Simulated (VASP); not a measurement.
Write the native input for VASP 6.6.1 that does the following.

```
Task                   : single point
Functional             : PBE
Potentials or basis    : VASP PAW PBE potentials, release 64 (Mg, Zn, O)
Cutoff                 : 520 eV
k mesh                 : 6 × 6 × 6
Occupations            : gaussian, width 0.1 eV
Spin                   : no spin polarisation
Dipole correction      : no
Further INCAR settings : ALGO = Normal; EDIFF = 1e-07; NBANDS = 28
```

The structure of MgZnO4 lies in POSCAR:

```
MgZnO4
1.0
    0.0000000000      3.1191181529      3.1191181529
    3.1191181529      0.0000000000      3.1191181529
    3.1191181529      3.1191181529      0.0000000000
Mg Zn O
1 1 4
Direct
    0.2500000000      0.2500000000      0.2500000000
    0.0000000000      0.0000000000      0.0000000000
    0.6246753312      0.6246753312      0.6246753312
    0.6246753312      0.1259740065      0.6246753312
    0.1259740065      0.6246753312      0.6246753312
    0.6246753312      0.6246753312      0.1259740065
```

One way to write it, as run:

INCAR

```
PREC = Accurate ; ENCUT = 520
EDIFF = 1E-7 ; ISMEAR = 0
SIGMA = 0.1 ; LREAL = False
LASPH = True ; NELM = 80
ALGO = Normal ; ISIF = 2
LWAVE = False ; LCHARG = False
GGA = PE ; NBANDS = 28
```

KPOINTS

```
regular mesh
0
Gamma
  6 6 6
```

Potentials or basis: VASP PAW PBE potentials, release 64 (Mg, Zn, O).

The run is started by

```console
$ cat potpaw_PBE.64/Mg/POTCAR potpaw_PBE.64/Zn/POTCAR potpaw_PBE.64/O/POTCAR > POTCAR
$ mpirun -np 1 vasp_std > vasp.out
```

It gave:

The pressure is -0.2 GPa, the largest force is 0.004 eV/Å and the band gap on the k mesh is zero (band 19 reaches 3.77 eV, above the bottom of band 20 at 3.57 eV).

Run time: 15 s on 1 thread of Intel(R) Xeon(R) 6975P-C (Granite Rapids), with other jobs on the host, peak memory 0.21 GiB.
